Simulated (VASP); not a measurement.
A run of VASP 6.6.1 is set up as follows.

File INCAR:

```
ALGO = Normal ; EDIFF = 1E-6
ENCUT = 520 ; GGA = CA
ISIF = 2 ; ISMEAR = -1
LASPH = True ; LCHARG = True
LELF = True ; LREAL = False
LVHAR = True ; LWAVE = False
NBANDS = 14 ; NELM = 100
PREC = Accurate ; SIGMA = 0.05
```

The input KPOINTS:

```
k-points
0
Gamma
  8 8 8
```

The input POSCAR:

```
TiAl
1.0
    3.1360984087      0.0000000000      0.0000000000
    0.0000000000      3.1360984087      0.0000000000
    0.0000000000      0.0000000000      3.1360984087
Ti Al
1 1
Direct
    0.0000000000      0.0000000000      0.0000000000
    0.5000000000      0.5000000000      0.5000000000
```

Potentials or basis: VASP PAW LDA potentials, release 64 (Ti_sv, Al).

Run with:

```console
$ cat potpaw_LDA.64/Ti_sv/POTCAR potpaw_LDA.64/Al/POTCAR > POTCAR
$ mpirun -np 1 vasp_std > vasp.out
```

What does it give for the pressure?

-1.2 GPa.
